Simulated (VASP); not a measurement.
Here is a VASP 6.6.1 calculation.

POSCAR

```
CaSn3Se4
1.0
    5.9431430700      0.0000000000      0.0000000000
    0.0000000000      5.9431430700      0.0000000000
    0.0000000000      0.0000000000      5.9431430700
Sn Se Ca
3 4 1
Direct
    0.5000000000      0.0000000000      0.0000000000
    0.0000000000      0.5000000000      0.0000000000
    0.0000000000      0.0000000000      0.5000000000
    0.0000000000      0.5000000000      0.5000000000
    0.5000000000      0.0000000000      0.5000000000
    0.5000000000      0.5000000000      0.0000000000
    0.0000000000      0.0000000000      0.0000000000
    0.5000000000      0.5000000000      0.5000000000
```

File INCAR.step1:

```
PREC = Accurate
ENCUT = 520
ISMEAR = -1
SIGMA = 0.02
LREAL = F
LASPH = T
NELM = 80
NBANDS = 48
GGA = PE
ALGO = Normal
EDIFF = 1E-4
LWAVE = T
LCHARG = F
```

The input INCAR.step2:

```
PREC = Accurate
ENCUT = 520
EDIFF = 1E-6
ISMEAR = -1
SIGMA = 0.02
LREAL = F
LASPH = T
NELM = 80
ALGO = Normal
ISIF = 2
LWAVE = F
LCHARG = F
METAGGA = R2SCAN
LMIXTAU = T
NBANDS = 48
ISTART = 1
```

File KPOINTS:

```
Automatic mesh
0
Gamma
  4 4 4
```

Potentials or basis: VASP PAW PBE potentials, release 64 (Sn_d, Se, Ca_sv).

Command:

```bash
$ cat potpaw_PBE.64/Sn_d/POTCAR potpaw_PBE.64/Se/POTCAR potpaw_PBE.64/Ca_sv/POTCAR > POTCAR
$ cp INCAR.step1 INCAR
$ mpirun -np 1 vasp_std > vasp.out
$ cp INCAR.step2 INCAR
$ mpirun -np 1 vasp_std > vasp.out
```

(1) Estimate the pressure.

(2) What does it give for the band gap on the k mesh?

## Answers

(1) 1.7 GPa.

(2) zero (filled and empty bands touch).

Caveat: semilocal functionals underestimate gaps, and a narrow one can read as zero; the PAW data sets were made with another functional, which shifts forces and pressure a little; spin-orbit coupling is left out, which moves the levels of the heavy elements.
